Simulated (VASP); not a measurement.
Set up this calculation in VASP 6.6.1, as the native input.

```yaml
Task: single point
Functional: PBE
Potentials_or_basis: VASP PAW PBE potentials, release 64 (Co, O)
Cutoff: 520 eV
k_mesh: 8 × 8 × 8
Occupations: gaussian, width 0.05 eV
Spin: collinear spin, antiferromagnetic start
Starting_moments: "[2.67, -2.67, 0.0, 0.0] μB"
Hubbard_terms: Co d U = 1.0 eV
Dipole_correction: no
Further_INCAR_settings: ALGO = Normal; EDIFF = 1e-06; NBANDS = 27
```

The structure of CoO lies in POSCAR:

```
CoO
1.0
    0.0000000000      2.1315016600      2.1315016600
    2.1315016600      0.0000000000      2.1315016600
    4.2630033200      4.2630033200      0.0000000000
Co O
2 2
Direct
    0.0000000000      0.0000000000      0.0000000000
    0.0000000000      0.0000000000      0.5000000000
    0.5000000000      0.5000000000      0.2500000000
    0.5000000000      0.5000000000      0.7500000000
```

These files were run (other wordings do the same):

INCAR

```
SYSTEM = CoO
ALGO = Normal
EDIFF = 1E-6
ENCUT = 520
GGA = PE
ISIF = 2
ISMEAR = 0
ISPIN = 2
LASPH = .TRUE.
LCHARG = .TRUE.
LDAU = .TRUE.
LDAUJ = 0 0
LDAUL = 2 -1
LDAUPRINT = 1
LDAUTYPE = 2
LDAUU = 1 0
LELF = .TRUE.
LMAXMIX = 4
LORBIT = 11
LREAL = .FALSE.
LVHAR = .TRUE.
LWAVE = .FALSE.
MAGMOM = 2.67 -2.67 0 0
NBANDS = 27
NELM = 150
PREC = Accurate
SIGMA = 0.05
```

KPOINTS

```
k-points
0
G
  8 8 8
  0 0 0
```

Potentials or basis: VASP PAW PBE potentials, release 64 (Co, O).

Command:

```bash
$ cat potpaw_PBE.64/Co/POTCAR potpaw_PBE.64/O/POTCAR > POTCAR
$ mpirun -np 1 vasp_std > vasp.out
```

It gave:

```
Pressure                                              : -0.2 GPa
Band gap on the k mesh                                : 0.61 eV
Net moment                                            : 0.00 μB per cell
Site moments                                          : Co +2.51, -2.51; O +0.00 μB
Valence electrons inside the program's atomic spheres : Co 7.80; O 4.98
```

Run time: 2.2 min on 1 thread of Intel(R) Xeon(R) Platinum 8259CL CPU @ 2.50GHz (Skylake/Cascade Lake), with other jobs on the host, peak memory 0.25 GiB.
